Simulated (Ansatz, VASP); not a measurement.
## BiTe3O in VASP and in Ansatz

```
CELL_PARAMETERS angstrom
4.50645 0.00000 0.00000
0.00000 4.50645 0.00000
0.00000 0.00000 6.89197
ATOMIC_POSITIONS crystal
Bi 0.50000 0.50000 0.48331
Te 0.00000 0.00000 0.32075
Te 0.50000 0.00000 0.84139
Te 0.00000 0.50000 0.84139
O 0.00000 0.00000 0.79314
```

Alike in both runs: functional PBE; k mesh 8 × 8 × 6; occupations gaussian, width 0.1 eV; no spin polarisation.

Ansatz relaxed the structure, and its values are those at the end. VASP's run is a single point on that final structure, the one shown.

|  | VASP | Ansatz |
| --- | --- | --- |
| version | VASP 6.6.1 | Ansatz 0.2.0 |
| potentials or method | VASP PAW PBE potentials, release 64 (Bi_d, Te, O), cutoff 520 eV | scalar-relativistic, plane waves, PAW |
| valence electrons in the cell | 39 | 69 |

Ansatz gave:

| Item | Value |
| --- | --- |
| gap on the k mesh at the Fermi level (eV) | none |
| pressure (GPa) | 0.0 |
| rms of the force components (eV/Å) | 0.001 |

Question: What did VASP give for the same quantities?

Answer: gap on the k mesh at the Fermi level (eV): none; pressure (GPa): -0.2; rms of the force components (eV/Å): 0.006.

A gap of «none» marks a metal or a gap that the smearing closes. The functional is the same, so the differences come from potentials, cutoffs and numerics. VASP's potentials hold 39 valence electrons a cell and Ansatz's 69, so a difference there can come from the potentials and not from the codes.

Spin-orbit coupling is off throughout.
